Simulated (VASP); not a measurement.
Here is a VASP 6.6.1 calculation.

Contents of INCAR:

```
SYSTEM = Nb
PREC = Accurate
ENCUT = 520
EDIFF = 1E-6
ISMEAR = -1
SIGMA = 0.05
LREAL = .False.
LASPH = .True.
NELM = 60
ALGO = Normal
ISIF = 2
LWAVE = .False.
LCHARG = .False.
GGA = PS
NBANDS = 12
```

File KPOINTS:

```
Automatic mesh
0
Gamma
  8 8 8
  0 0 0
```

The input POSCAR:

```
Nb
1.0
    0.0000000000      2.1150000000      2.1150000000
    2.1150000000      0.0000000000      2.1150000000
    2.1150000000      2.1150000000      0.0000000000
Nb
1
Direct
    0.0000000000      0.0000000000      0.0000000000
```

Potentials or basis: VASP PAW PBE potentials, release 64 (Nb_sv).

The run is started by

```sh
$ cat potpaw_PBE.64/Nb_sv/POTCAR > POTCAR
$ mpirun -np 1 vasp_std > vasp.out
```

(1) Estimate the pressure.

Results:

(1) -7.6 GPa.

Caveat: the PAW data sets were made with another functional, which shifts forces and pressure a little.
